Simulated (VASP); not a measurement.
# Re (Fm-3m) in VASP: further runs

Runs on Re. Level: r2SCAN. Tasks: single point, relaxation of cell and atoms.

Program: VASP 6.6.1. These are calculated values, not measurements. Logs are shortened: lines on timing, memory, paths and dates and some standing lists are left out, and cuts for length are marked.

## Step 1: The cell of the first run

Symmetry: Fm-3m, No. 225, cubic system. Conventional cell: a = 3.892 Å, b = 3.892 Å, c = 3.892 Å, α = 90.00°, β = 90.00°, γ = 90.00°. Re (site symmetry m-3m) has 12 Re at 2.75 Å within 3.6 Å.

This isn't the form of Re at room conditions, which is hcp.

## Step 2: Single point, r2SCAN

Input file POSCAR:

```
Re
1.0
    0.0000000000      1.9458331826      1.9458331826
    1.9458331826      0.0000000000      1.9458331826
    1.9458331826      1.9458331826      0.0000000000
Re
1
Direct
    0.0000000000      0.0000000000      0.0000000000
```

Input file INCAR.step1:

```
PREC = Accurate
ENCUT = 660
ISMEAR = 1
SIGMA = 0.05
LREAL = F
LASPH = T
NELM = 120
NBANDS = 10
GGA = PE
ALGO = Normal
EDIFF = 1E-5
LWAVE = T
LCHARG = F
GGA_COMPAT = F
```

Input file INCAR.step2:

```
PREC = Accurate
ENCUT = 660
EDIFF = 1E-6
ISMEAR = 1
SIGMA = 0.05
LREAL = F
LASPH = T
NELM = 120
ALGO = Normal
ISIF = 2
LWAVE = F
LCHARG = T
METAGGA = R2SCAN
LMIXTAU = T
LELF = T
LVHAR = T
NBANDS = 10
ISTART = 1
GGA_COMPAT = F
```

Input file KPOINTS:

```
Automatic mesh
0
Gamma
  11 11 11
```

Potentials or basis: VASP PAW PBE potentials, release 64 (Re).

Started as:

```sh
cat potpaw_PBE.64/Re/POTCAR > POTCAR
cp INCAR.step1 INCAR
mpirun -np 1 vasp_std > vasp.out
cp INCAR.step2 INCAR
mpirun -np 1 vasp_std > vasp.out
```

OUTCAR:

```text
PREC = Accurate
   ENCUT = 660
   EDIFF = 1E-6
   ISMEAR = 1
   LREAL = F
   LASPH = T
   NELM = 120
   ISIF = 2
   METAGGA = R2SCAN
   ISTART = 1

 ion  position               nearest neighbor table
   1  0.000  0.000  0.000-

  LATTYP: Found a face centered cubic cell.
 ALAT       =     3.8916663652

  Lattice vectors:

 A1 = (   0.0000000000,   1.9458331826,   1.9458331826)
 A2 = (   1.9458331826,   0.0000000000,   1.9458331826)
 A3 = (   1.9458331826,   1.9458331826,   0.0000000000)

Analysis of symmetry for initial positions (statically):
=====================================================================
 Subroutine PRICEL returns:
 Original cell was already a primitive cell.

 Routine SETGRP: Setting up the symmetry group for a
 face centered cubic supercell.

 Subroutine GETGRP returns: Found 48 space group operations
 (whereof 48 operations were pure point group operations)
 out of a pool of 48 trial point group operations.

The static configuration has the point symmetry O_h .

Analysis of symmetry for dynamics (positions and initial velocities):
=====================================================================
 Subroutine PRICEL returns:
 Original cell was already a primitive cell.

 Routine SETGRP: Setting up the symmetry group for a
 face centered cubic supercell.

 Subroutine GETGRP returns: Found 48 space group operations
 (whereof 48 operations were pure point group operations)
 out of a pool of 48 trial point group operations.

The dynamic configuration has the point symmetry O_h .

 Subroutine INISYM returns: Found 48 space group operations
 (whereof 48 operations are pure point group operations),
 and found     1 'primitive' translations

----------------------------------------------------------------------------------------

                                     Primitive cell

  volume of cell :      14.7349

  direct lattice vectors                    reciprocal lattice vectors
     0.000000000  1.945833183  1.945833183    -0.256959335  0.256959335  0.256959335
     1.945833183  0.000000000  1.945833183     0.256959335 -0.256959335  0.256959335
     1.945833183  1.945833183  0.000000000     0.256959335  0.256959335 -0.256959335

  length of vectors
     2.751823677  2.751823677  2.751823677     0.445066623  0.445066623  0.445066623

  position of ions in fractional coordinates (direct lattice)
     0.000000000  0.000000000  0.000000000

  ion indices of the primitive-cell ions
   primitive index   ion index
                 1           1

----------------------------------------------------------------------------------------

 KPOINTS: Automatic mesh

Automatic generation of k-mesh.
 Grid dimensions read from file:
 generate k-points for:   11   11   11

 Generating k-lattice:

  Cartesian coordinates                     Fractional coordinates (reciprocal lattice)
    -0.023359940  0.023359940  0.023359940     0.090909091  0.000000000  0.000000000
     0.023359940 -0.023359940  0.023359940     0.000000000  0.090909091  0.000000000
     0.023359940  0.023359940 -0.023359940     0.000000000  0.000000000  0.090909091

  Length of vectors
     0.040460602  0.040460602  0.040460602

  Shift w.r.t. Gamma in fractional coordinates (k-lattice)
     0.000000000  0.000000000  0.000000000

 Subroutine IBZKPT returns following result:
 ===========================================

 Found     56 irreducible k-points:

 Following reciprocal coordinates:
            Coordinates               Weight
  0.000000  0.000000  0.000000      1.000000
  0.090909  0.000000  0.000000      8.000000
  0.181818  0.000000  0.000000      8.000000
  0.272727  0.000000  0.000000      8.000000
  0.363636  0.000000  0.000000      8.000000
  0.454545  0.000000  0.000000      8.000000
[... 16 lines left out ...]
 -0.272727  0.181818  0.000000     24.000000
 -0.181818  0.181818  0.000000     12.000000
 [... further k-points ...]
   k-points           NKPTS =     56   k-points in BZ     NKDIM =     56   number of bands    NBANDS=     10
   number of dos      NEDOS =    301   number of ions     NIONS =      1
   total plane-waves  NPLWV =  13824
   dimension x,y,z NGX =    24 NGY =   24 NGZ =   24
   dimension x,y,z NGXF=    48 NGYF=   48 NGZF=   48
   ions per type =               1
   NGX,Y,Z   is equivalent  to a cutoff of  14.50, 14.50, 14.50 a.u.
   NGXF,Y,Z  is equivalent  to a cutoff of  29.00, 29.00, 29.00 a.u.
 SYSTEM =  unknown system
   PREC   = accura    normal or accurate (medium, high low for compatibility)
   ISTART =      1    job   : 0-new  1-cont  2-samecut
   ICHARG =      0    charge: 1-file 2-atom 10-const
   ISPIN  =      1    spin polarized calculation?
   LNONCOLLINEAR =      F non collinear calculations
   LSORBIT =      F    spin-orbit coupling
   LASPH  =      T    aspherical Exc in radial PAW
   ENCUT  =  660.0 eV  48.51 Ry    6.96 a.u.   5.76  5.76  5.76*2*pi/ulx,y,z
   NELM   =    120;   NELMIN=  2; NELMDL=  0     # of ELM steps
   EDIFF  = 0.1E-05   stopping-criterion for ELM
   LREAL  =      F    real-space projection
   EDIFFG = 0.1E-04   stopping-criterion for IOM
   NSW    =      0    number of steps for IOM
   IBRION =     -1    ionic relax: 0-MD 1-quasi-New 2-CG
   NFREE  =      0    steps in history (QN), initial steepest desc. (CG)
   ISIF   =      2    stress and relaxation
   ISYM   =      2    0-nonsym 1-usesym 2-fastsym
   POTIM  = 0.5000    time-step for ionic-motion
   TEBEG  =    0.0;   TEEND  =   0.0 temperature during run
   PSTRESS=    0.0 pullay stress
   NELECT =       7.0000    total number of electrons
   NUPDOWN=      -1.0000    fix difference up-down
   EMIN   =  10.00;   EMAX   =-10.00  energy-range for DOS
   EFERMI =   0.00;   METHOD = LEGACY
   ISMEAR =     1;   SIGMA  =   0.05  broadening in eV -4-tet -1-fermi 0-gaus
   EFERMI_NEDOS =   21; number of points for ismear=-14 and -15
   IALGO  =     38    algorithm
   IMIX   =      4    mixing-type and parameters
     AMIX     =   0.40;   BMIX     =  1.00
     AMIX_MAG =   1.60;   BMIX_MAG =  1.00
  volume/ion in A,a.u.               =      14.73        99.44
  Fermi-wavevector in a.u.,A,eV,Ry     =   1.277395  2.413927 22.201146  1.631738
  Thomas-Fermi vector in A             =   2.409997
   LORBIT       =      0    0 simple, 1 ext, 2 COOP (PROOUT), +10 PAW based schemes
   METAGGA = R2SCAN    functional components
   LHFCALC =     F    Hartree Fock is set to
   AEXX    =    0.0000 exact exchange contribution
   IVDW    =     0    specifies the selected vdW correction
   LEPSILON=     F    determine dielectric tensor
   LRPA    =     F    only Hartree local field effects (RPA)
 non-spin polarized calculation
 Methfessel and Paxton  Order N= 1 SIGMA  =   0.05
  energy-cutoff  :      660.00
  volume of cell :       14.73
 maximum number of plane-waves:       574
   NGX = 11   NGY = 11   NGZ = 11

 number of electron       7.0000000 magnetization

 Free energy of the ion-electron system (eV)
  ---------------------------------------------------
  ext. energy  EPLUGINS =         0.00000000
  ---------------------------------------------------
  free energy    TOTEN  =       -52.39300984 eV

  energy without entropy =      -52.39247487  energy(sigma->0) =      -52.39283151

 E-fermi :   8.0312     XC(G=0): -14.9840

 val. band max:        8.0133826312   @ k =   0.3636   0.3636   0.0000
 cond. band min:       8.0370929509   @ k =   0.2727   0.1818   0.0909
 fundamental gap:      0.0237103197
 Fermi energy:         8.0311832985

 k-point     1 :       0.0000    0.0000    0.0000
  band No.  band energies     occupation
      1      -2.6729      2.00000
      2       5.9470      2.00000
      3       5.9470      2.00000
      4       5.9470      2.00000
      5       9.3488      0.00000
      6       9.3488      0.00000
      7      22.4688      0.00000
      8      28.5685      0.00000
      9      28.5685      0.00000
     10      28.5685      0.00000

 k-point     2 :       0.0909    0.0000    0.0000
  band No.  band energies     occupation
      1      -2.2757      2.00000
      2       5.6813      2.00000
      3       6.1268      2.00000
      4       6.1268      2.00000
      5       9.2101      0.00000
      6       9.2101      0.00000
      7      23.2277      0.00000
      8      26.8239      0.00000
      9      29.2893      0.00000
     10      29.2893      0.00000

 k-point     3 :       0.1818    0.0000    0.0000
  band No.  band energies     occupation
      1      -1.2125      2.00000
      2       5.1724      2.00000
      3       6.4530      2.00000
      4       6.4530      2.00000
      5       9.1050      0.00000
      6       9.1050      0.00000
      7      23.9957      0.00000
      8      25.4981      0.00000
      9      31.2823      0.00000
     10      31.2823      0.00000

 k-point     4 :       0.2727    0.0000    0.0000
  band No.  band energies     occupation
      1       0.0232      2.00000
      2       5.1285      2.00000
      3       6.4067      2.00000
      4       6.4067      2.00000
      5       9.6957      0.00000
      6       9.6957      0.00000
      7      22.0748      0.00000
      8      26.2419      0.00000
      9      33.5053      0.00000
     10      33.9455      0.00000
[... 222 lines left out ...]
 k-point    22 :      -0.3636    0.1818    0.0000
  band No.  band energies     occupation
      1       2.0635      2.00000
      2       4.6814      2.00000
      3       5.8551      2.00000
      4       6.9481      2.00000
      5      10.5245      0.00000
      6      14.1691      0.00000
      7      19.2457      0.00000
      8      24.8042      0.00000
      9      26.6239      0.00000
     10      30.7415      0.00000

 k-point    23 :      -0.2727    0.1818    0.0000
  band No.  band energies     occupation
      1       1.8873      2.00000
      2       4.6649      2.00000
      3       5.2631      2.00000
      4       7.1889      2.00000
      5       9.0000     -0.00000
      6      13.0572      0.00000
      7      21.8447      0.00000
      8      25.9237      0.00000
      9      27.1076      0.00000
     10      31.6013      0.00000

 k-point    24 :      -0.1818    0.1818    0.0000
  band No.  band energies     occupation
      1       0.8117      2.00000
      2       4.3853      2.00000
      3       5.9896      2.00000
      4       7.6620      2.00000
      5       7.7042      2.00000
      6      11.4822      0.00000
      7      23.5906      0.00000
      8      27.5745      0.00000
      9      28.8228      0.00000
     10      29.2740      0.00000

 [... further k-points ...]

------------------------ aborting loop because EDIFF is reached ----------------------------------------

  FORCE on cell =-STRESS in cart. coord.  units (eV):
  Direction    XX          YY          ZZ          XY          YZ          ZX
  --------------------------------------------------------------------------------------
  -------------------------------------------------------------------------------------
  Total        0.0092865      0.0092865      0.0092865      0.0000000      0.0000000      0.0000000
  in kB        1.0097552      1.0097552      1.0097552      0.0000000      0.0000000      0.0000000
  external PRESSURE =       1.0097552 kB  Pullay stress =       0.0000000 kB

 VOLUME and BASIS-vectors are now :
 -----------------------------------------------------------------------------
  energy-cutoff  :      660.00
  volume of cell :       14.73
      direct lattice vectors                 reciprocal lattice vectors
     0.000000000  1.945833183  1.945833183    -0.256959335  0.256959335  0.256959335
     1.945833183  0.000000000  1.945833183     0.256959335 -0.256959335  0.256959335
     1.945833183  1.945833183  0.000000000     0.256959335  0.256959335 -0.256959335

 POSITION                                       TOTAL-FORCE (eV/Angst)
 -----------------------------------------------------------------------------------
      0.00000      0.00000      0.00000        -0.000000      0.000000      0.000000
 -----------------------------------------------------------------------------------
    total drift:                               -0.000000      0.000000     -0.000000

  FREE ENERGIE OF THE ION-ELECTRON SYSTEM (eV)
  ---------------------------------------------------
  free  energy   TOTEN  =       -52.3930098359 eV

  energy  without entropy=      -52.3924748719  energy(sigma->0) =      -52.39283151
```

Run time: 28 s. Hardware: 1 thread of Intel Xeon 6975P-C (Granite Rapids), shared host; peak memory 0.15 GiB.

Results:

- Free energy: -52.3930 eV
- Pressure: 0.1 GPa
- Band gap on the k mesh: zero (an odd number of electrons rules out a gap without spin polarisation)

Caveat: the PAW data sets were made with another functional, which shifts forces and pressure a little; spin-orbit coupling is left out, which moves the levels of the heavy elements.

## Step 3: Relaxation of cell and atoms, r2SCAN

Input file POSCAR:

```
Re
1.0
    0.0000000000      1.9450000000      1.9450000000
    1.9450000000      0.0000000000      1.9450000000
    1.9450000000      1.9450000000      0.0000000000
Re
1
Direct
    0.0000000000      0.0000000000      0.0000000000
```

Input file INCAR.step1:

```
SYSTEM = Re
  ALGO = Normal
  EDIFF = 1E-5
  EDIFFG = -0.005
  ENCUT = 660
  GGA = PE
  GGA_COMPAT = .False.
  IBRION = 2
  ISIF = 3
  ISMEAR = 1
  LASPH = .True.
  LCHARG = .False.
  LREAL = .False.
  LWAVE = .True.
  NELM = 120
  NELMIN = 4
  NSW = 100
  PREC = Accurate
  SIGMA = 0.05
```

Input file INCAR.step2:

```
SYSTEM = Re
  ALGO = Normal
  EDIFF = 1E-7
  EDIFFG = -0.01
  ENCUT = 660
  GGA_COMPAT = .False.
  IBRION = 2
  ISIF = 3
  ISMEAR = 1
  ISTART = 1
  LASPH = .True.
  LCHARG = .False.
  LMIXTAU = .True.
  LREAL = .False.
  LWAVE = .False.
  METAGGA = R2SCAN
  NELM = 120
  NELMIN = 4
  NSW = 80
  PREC = Accurate
  SIGMA = 0.05
```

Input file KPOINTS:

```
k-points
0
Gamma
  11 11 11
  0 0 0
```

Potentials or basis: VASP PAW PBE potentials, release 64 (Re).

Started as:

```sh
cat potpaw_PBE.64/Re/POTCAR > POTCAR
cp INCAR.step1 INCAR
mpirun -np 1 vasp_std > vasp.out
cp INCAR.step2 INCAR
mpirun -np 1 vasp_std > vasp.out
```

It took 1.7 min on 1 thread of Intel Xeon 6975P-C (Granite Rapids), shared host; peak memory 0.15 GiB.

Results (log left out):

```yaml
Free_energy: -52.3930 eV
Relaxed_volume: 14.74 Å³/atom
Relaxed_cell: a = 2.752 Å, b = 2.752 Å, c = 2.752 Å, α = 60.00°, β = 60.00°, γ = 60.00°
Space_group_after_relaxing_to_0.1_Å: Fm-3m (No. 225)
Energy_gained_by_relaxing: 0.0 meV/atom
Ionic_steps: 3
Pressure_after_relaxing: 0.0 GPa
Band_gap_on_the_k_mesh: zero (an odd number of electrons rules out a gap without spin polarisation)
```

Final structure:
```
CELL_PARAMETERS angstrom
0.00000 1.94599 1.94599
1.94599 0.00000 1.94599
1.94599 1.94599 0.00000
ATOMIC_POSITIONS crystal
Re 0.00000 0.00000 0.00000
```

Levels at points of the mesh, in eV from the Fermi level:
| k point | band 2 | band 3 | band 4 | band 5 | band 6 | band 7 |
| --- | --- | --- | --- | --- | --- | --- |
| (0.00, 0.00, 0.00) | -2.08 | -2.08 | -2.08 | 1.32 | 1.32 | 14.44 |

Caveat: the PAW data sets were made with another functional, which shifts forces and pressure a little; spin-orbit coupling is left out, which moves the levels of the heavy elements.
